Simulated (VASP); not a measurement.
# Re (P6_3/mmc) in VASP: further runs, part 2 of 2

VASP 6.6.1. The steps go on from the part before.

**4. Relaxation of cell and atoms, PBE**

This run uses another cell than the first one, of 14.71 Å³/atom.

Contents of INCAR:

```
SYSTEM = Re
PREC = Accurate ; ENCUT = 600
EDIFF = 1E-6 ; ISMEAR = -1
SIGMA = 0.05 ; LREAL = .False.
LASPH = .True. ; NELM = 100
ALGO = Normal ; ISIF = 3
LWAVE = .False. ; LCHARG = .False.
GGA = PE ; IBRION = 2
NSW = 60 ; EDIFFG = -0.01
```

Contents of KPOINTS:

```
regular mesh
0
Gamma
  11 11 6
  0 0 0
```

Contents of POSCAR:

```
Re
1.0
    2.7608000000      0.0000000000      0.0000000000
   -1.3804000000      2.3909229348      0.0000000000
    0.0000000000      0.0000000000      4.4582000000
Re
2
Direct
    0.6666666667      0.3333333333      0.7500000000
    0.3333333333      0.6666666667      0.2500000000
```

Potentials or basis: VASP PAW PBE potentials, release 64 (Re).

The run is started by

```sh
> cat potpaw_PBE.64/Re/POTCAR > POTCAR
> mpirun -np 1 vasp_std > vasp.out
```

OUTCAR:

```text
SYSTEM = Re
   PREC = Accurate
   ENCUT = 600
   EDIFF = 1E-6
   ISMEAR = -1
   LREAL = .False.
   LASPH = .True.
   NELM = 100
   ISIF = 3
   GGA = PE
   IBRION = 2
   NSW = 60
   EDIFFG = -0.01

 ion  position               nearest neighbor table
   1  0.667  0.333  0.750-   2 2.74   2 2.74   2 2.74   2 2.74   2 2.74   2 2.74
   2  0.333  0.667  0.250-   1 2.74   1 2.74   1 2.74   1 2.74   1 2.74   1 2.74

  LATTYP: Found a hexagonal cell.
 ALAT       =     2.7608000000
 C/A-ratio  =     1.6148217908

  Lattice vectors:

 A1 = (   2.7608000000,   0.0000000000,   0.0000000000)
 A2 = (  -1.3804000000,   2.3909229348,   0.0000000000)
 A3 = (   0.0000000000,   0.0000000000,   4.4582000000)

[... 294 lines left out ...]

 E-fermi :   7.7104     XC(G=0): -13.6491

 val. band max:        7.6997911303   @ k =   0.1818  -0.0000   0.1667
 cond. band min:       7.7530278529   @ k =   0.3636   0.1818   0.3333
 fundamental gap:      0.0532367227
 Fermi energy:         7.7103805034

 k-point     1 :       0.0000    0.0000    0.0000
  band No.  band energies     occupation
      1      -2.0607      2.00000
      2       1.1890      2.00000
      3       6.1600      2.00000
      4       6.1638      2.00000
      5       6.1638      2.00000
      6       6.9800      2.00000
      7       6.9800      2.00000
      8       7.8911      0.05250
      9       7.8911      0.05250
     10       8.2897      0.00002
     11      10.9994      0.00000
[... 309 lines left out ...]
 k-point    24 :       0.1818    0.0909    0.1667
  band No.  band energies     occupation
      1       0.2270      2.00000
      2       2.8688      2.00000
      3       4.2076      2.00000
      4       4.5554      2.00000
      5       5.8047      2.00000
      6       6.4742      2.00000
      7       7.0687      1.99999
      8       8.0006      0.00601
      9       8.6976      0.00000
     10       9.0776      0.00000
     11      11.3838      0.00000

 [... further k-points ...]
[... 5 lines left out ...]
  --------------------------------------------------------------------------------------
  -------------------------------------------------------------------------------------
  Total       -0.0167350     -0.0167350      0.0031671     -0.0000000      0.0000000      0.0000000
  in kB       -0.8977791     -0.8977791      0.1699052     -0.0000000      0.0000000      0.0000000
  external PRESSURE =      -0.5418843 kB  Pullay stress =       0.0000000 kB
[... 17 lines left out ...]
  FREE ENERGIE OF THE ION-ELECTRON SYSTEM (eV)
  ---------------------------------------------------
  free  energy   TOTEN  =       -24.8559519305 eV

  energy  without entropy=      -24.8414298514  energy(sigma->0) =      -24.84869089

 reached required accuracy - stopping structural energy minimisation
```

OSZICAR:

```text
N       E                     dE             d eps       ncg     rms          rms(c)
DAV:   1     0.364544413532E+02    0.36454E+02   -0.74264E+03  2473   0.173E+03
DAV:   2    -0.186728736414E+02   -0.55127E+02   -0.47188E+02  2183   0.332E+02
DAV:   3    -0.258287531217E+02   -0.71559E+01   -0.58342E+01  2342   0.299E+02
DAV:   4    -0.262354658130E+02   -0.40671E+00   -0.36655E+00  2564   0.335E+01
[... 25 lines left out ...]
DAV:   7    -0.248559459421E+02    0.42976E-06   -0.26676E-07   959   0.358E-02
   3 F= -.24855946E+02 E0= -.24848677E+02  d E =-.765080E-02
       N       E                     dE             d eps       ncg     rms          rms(c)
DAV:   1    -0.248559557632E+02   -0.93913E-05   -0.67556E-04  1481   0.166E+00    0.776E-02
DAV:   2    -0.248559527562E+02    0.30070E-05   -0.61197E-06  1648   0.101E-01    0.250E-02
DAV:   3    -0.248559519305E+02    0.82566E-06   -0.15433E-06   873   0.606E-02
   4 F= -.24855952E+02 E0= -.24848691E+02  d E =-.765679E-02
```

CONTCAR:

```text
Re
   1.00000000000000
     2.7742626684637073    0.0000000000000000   -0.0000000000000000
    -1.3871313342318536    2.4025819476927648    0.0000000000000000
     0.0000000000000000   -0.0000000000000000    4.4806586618189295
  Re
     2
Direct
     0.6666666667000030    0.3333333332999970    0.7500000000000000
     0.3333333332999970    0.6666666667000030    0.2500000000000000

  0.00000000E+00  0.00000000E+00  0.00000000E+00
  0.00000000E+00  0.00000000E+00  0.00000000E+00
```

It took 64 s on 1 thread of Intel Xeon 8259CL, shared host; peak memory 0.15 GiB.

Results:

| Quantity | Value |
| --- | --- |
| Free energy | -24.8560 eV |
| Relaxed volume | 14.93 Å³/atom |
| Relaxed cell | a = 2.774 Å, b = 2.774 Å, c = 4.481 Å, α = 90.00°, β = 90.00°, γ = 120.00° |
| Space group after relaxing (to 0.1 Å) | P6_3/mmc (No. 194) |
| Energy gained by relaxing | 3.8 meV/atom |
| Ionic steps | 4 |
| Pressure after relaxing | -0.1 GPa |
| Band gap on the k mesh | zero (bands 7 and 8 overlap by 2.97 eV) |

Stress tensor (GPa, compression positive):
```
-0.09  0.00  0.00
 0.00 -0.09  0.00
 0.00  0.00  0.02
```

Step by step:
```tsv
step	energy change (eV)	largest force (eV/Å)	pressure (GPa)	volume (Å³)
1	0.0000	0.0000	5.71	29.43
2	0.1118	0.0000	-19.51	31.72
3	-0.0077	0.0000	-0.17	29.88
4	-0.0077	0.0000	-0.05	29.87
```

Final structure:
```cif
data_structure
_symmetry_space_group_name_H-M 'P 1'
_symmetry_Int_Tables_number 1
_cell_length_a 2.7743
_cell_length_b 2.7743
_cell_length_c 4.4807
_cell_angle_alpha 90.000
_cell_angle_beta 90.000
_cell_angle_gamma 120.000
_cell_volume 29.87
loop_
_atom_site_label
_atom_site_type_symbol
_atom_site_fract_x
_atom_site_fract_y
_atom_site_fract_z
_atom_site_occupancy
Re1 Re 0.66667 0.33333 0.75000 1
Re2 Re 0.33333 0.66667 0.25000 1
```

Levels at points of the mesh, in eV from the Fermi level:
```csv
k point,band 5,band 6,band 7,band 8,band 9,band 10
"(0.00, 0.00, 0.00)",-1.55,-0.73,-0.73,0.18,0.18,0.58
"(0.00, 0.00, 0.50)",-1.67,-1.67,-1.67,-1.67,2.49,2.49
```

Caveat: spin-orbit coupling is left out, which moves the levels of the heavy elements. Zero-point motion and thermal expansion aren't in these numbers.

**5. Relaxation of cell and atoms, LDA**

This run uses another cell than the first one, of 14.71 Å³/atom.

Contents of INCAR:

```
  ALGO = Normal
  EDIFF = 1E-6
  EDIFFG = -0.01
  ENCUT = 600
  GGA = CA
  IBRION = 2
  ISIF = 3
  ISMEAR = -1
  LASPH = True
  LCHARG = False
  LREAL = False
  LWAVE = False
  NELM = 80
  NSW = 60
  PREC = Accurate
  SIGMA = 0.05
```

Contents of KPOINTS:

```
k-points
0
Gamma
  11 11 6
```

POSCAR is that of step 4.

Potentials or basis: VASP PAW LDA potentials, release 64 (Re).

The run is started by

```sh
> cat potpaw_LDA.64/Re/POTCAR > POTCAR
> mpirun -np 1 vasp_std > vasp.out
```

OUTCAR:

```text
EDIFF = 1E-6
   EDIFFG = -0.01
   ENCUT = 600
   GGA = CA
   IBRION = 2
   ISIF = 3
   ISMEAR = -1
   LASPH = True
   LREAL = False
   NELM = 80
   NSW = 60
   PREC = Accurate

 ion  position               nearest neighbor table
   1  0.667  0.333  0.750-   2 2.74   2 2.74   2 2.74   2 2.74   2 2.74   2 2.74
   2  0.333  0.667  0.250-   1 2.74   1 2.74   1 2.74   1 2.74   1 2.74   1 2.74

  LATTYP: Found a hexagonal cell.
 ALAT       =     2.7608000000
 C/A-ratio  =     1.6148217908

  Lattice vectors:

 A1 = (   2.7608000000,   0.0000000000,   0.0000000000)
 A2 = (  -1.3804000000,   2.3909229348,   0.0000000000)
 A3 = (   0.0000000000,   0.0000000000,   4.4582000000)

Analysis of symmetry for initial positions (statically):
=====================================================================
 Subroutine PRICEL returns:
 Original cell was already a primitive cell.

 Routine SETGRP: Setting up the symmetry group for a
 hexagonal supercell.

 Subroutine GETGRP returns: Found 24 space group operations
 (whereof 12 operations were pure point group operations)
 out of a pool of 24 trial point group operations.

The static configuration has the point symmetry D_3d.
 The point group associated with its full space group is D_6h.
[... 272 lines left out ...]

 number of electron      14.0000000 magnetization

------------------------ aborting loop because EDIFF is reached ----------------------------------------
[... 67 lines left out ...]
--------------------------------------- Ionic step       12  -------------------------------------------

 number of electron      14.0000000 magnetization

 Free energy of the ion-electron system (eV)
  ---------------------------------------------------
  ext. energy  EPLUGINS =         0.00000000
  ---------------------------------------------------
  free energy    TOTEN  =       -27.53358138 eV

  energy without entropy =      -27.52101321  energy(sigma->0) =      -27.52729730

 E-fermi :   8.1525     XC(G=0): -13.9634

 val. band max:        8.0961603785   @ k =   0.1818  -0.0000   0.1667
 cond. band min:       8.1594118508   @ k =   0.3636  -0.0000   0.3333
 fundamental gap:      0.0632514723
 Fermi energy:         8.1525248237

 k-point     1 :       0.0000    0.0000    0.0000
  band No.  band energies     occupation
      1      -1.8139      2.00000
      2       1.3597      2.00000
      3       6.4681      2.00000
      4       6.4681      2.00000
      5       6.4883      2.00000
      6       7.3387      2.00000
      7       7.3387      2.00000
      8       8.2872      0.12662
      9       8.2872      0.12662
     10       8.9430      0.00000
     11      11.5879      0.00000
[... 309 lines left out ...]
 k-point    24 :       0.1818    0.0909    0.1667
  band No.  band energies     occupation
      1       0.5538      2.00000
      2       3.1044      2.00000
      3       4.5000      2.00000
      4       4.8145      2.00000
      5       6.1056      2.00000
      6       6.8261      2.00000
      7       7.4572      2.00000
      8       8.4215      0.00919
      9       9.1567      0.00000
     10       9.5607      0.00000
     11      12.0173      0.00000

 [... further k-points ...]
[... 5 lines left out ...]
  --------------------------------------------------------------------------------------
  -------------------------------------------------------------------------------------
  Total        0.0005337      0.0005337      0.0062361     -0.0000000     -0.0000000     -0.0000000
  in kB        0.0297205      0.0297205      0.3472682     -0.0000000     -0.0000000     -0.0000000
  external PRESSURE =       0.1355697 kB  Pullay stress =       0.0000000 kB
[... 17 lines left out ...]
  FREE ENERGIE OF THE ION-ELECTRON SYSTEM (eV)
  ---------------------------------------------------
  free  energy   TOTEN  =       -27.5335813848 eV

  energy  without entropy=      -27.5210132081  energy(sigma->0) =      -27.52729730

 reached required accuracy - stopping structural energy minimisation
```

CONTCAR:

```text
Re
   1.00000000000000
     2.7411661855572889   -0.0000000000000000    0.0000000000000000
    -1.3705830927786444    2.3739195527187404   -0.0000000000000000
    -0.0000000000000000    0.0000000000000000    4.4214077729357477
  Re
     2
Direct
     0.6666666667000030    0.3333333332999970    0.7500000000000000
     0.3333333332999970    0.6666666667000030    0.2500000000000000

  0.00000000E+00  0.00000000E+00  0.00000000E+00
  0.00000000E+00  0.00000000E+00  0.00000000E+00
```

Run time: 2.5 min. Hardware: 1 thread of Intel Xeon 8259CL, shared host; peak memory 0.14 GiB.

What came out:

* Free energy: -27.5336 eV
* Relaxed volume: 14.39 Å³/atom
* Relaxed cell: a = 2.741 Å, b = 2.741 Å, c = 4.421 Å, α = 90.00°, β = 90.00°, γ = 120.00°
* Space group after relaxing (to 0.1 Å): P6_3/mmc (No. 194)
* Energy gained by relaxing: 9.2 meV/atom
* Ionic steps: 12
* Pressure after relaxing: 0.0 GPa
* Band gap on the k mesh: zero (bands 7 and 8 overlap by 3.32 eV)

Step by step:
```
step  energy change (eV)  largest force (eV/Å)  pressure (GPa)  volume (Å³)
   1              0.0000                0.0000           -8.81        29.43
   2              0.3560                0.0000           49.23        26.12
   3             -0.0184                0.0000           -0.41        28.80
   4             -0.0184                0.0000           -0.07        28.78
   5             -0.0184                0.0000            0.12        28.76
   6             -0.0184                0.0000           -0.42        28.80
   7             -0.0184                0.0000           -0.08        28.78
   8             -0.0184                0.0000           -0.05        28.78
   9             -0.0184                0.0000           -0.08        28.78
  10             -0.0184                0.0000           -0.06        28.78
  11             -0.0184                0.0000            0.08        28.77
  12             -0.0184                0.0000            0.01        28.77
```

Final structure:
```yaml
crystal:
  lattice:
    - [2.74117, 0.00000, 0.00000]
    - [-1.37058, 2.37392, 0.00000]
    - [0.00000, 0.00000, 4.42141]
  atoms:
    - { symbol: Re, position: [0.66667, 0.33333, 0.75000] }
    - { symbol: Re, position: [0.33333, 0.66667, 0.25000] }
```

Caveat: spin-orbit coupling is left out, which moves the levels of the heavy elements. Zero-point motion and thermal expansion aren't in these numbers.

**6. Summary**

```tsv
task	level	potentials or basis	cell	cutoff (eV)	gap on the mesh (eV)	pressure (GPa)	relaxed volume (Å³/atom)
single point	PBEsol	VASP PAW PBE potentials, release 64 (Re)	a = 2.750, b = 2.750, c = 4.443 Å, angles 90.0, 90.0, 120.0°, 2 atoms	520	none	0.0	-
single point	PBE	VASP PAW PBE potentials, release 64 (Re)	a = 2.775, b = 2.775, c = 4.484 Å, angles 90.0, 90.0, 120.0°, 2 atoms	520	none	-0.5	-
relaxation of cell and atoms	PBE	VASP PAW PBE potentials, release 64 (Re)	relaxed from a = 2.761, b = 2.761, c = 4.458 Å, angles 90.0, 90.0, 120.0°, 2 atoms	600	none	-0.1	14.93
relaxation of cell and atoms	LDA	VASP PAW LDA potentials, release 64 (Re)	relaxed from a = 2.761, b = 2.761, c = 4.458 Å, angles 90.0, 90.0, 120.0°, 2 atoms	600	none	0.0	14.39
```

Alike in all rows: no spin polarisation; k mesh 11 × 11 × 6; smearing fermi-dirac 0.05 eV.

Caveats: spin-orbit coupling is left out, which moves the levels of the heavy elements; the PAW data sets were made with another functional, which shifts forces and pressure a little (at least some runs).

Total energies depend on the potentials used, so only differences within one code and one set of settings carry meaning.

The gap in the log of VASP goes by the Fermi energy; the results here count the filled bands.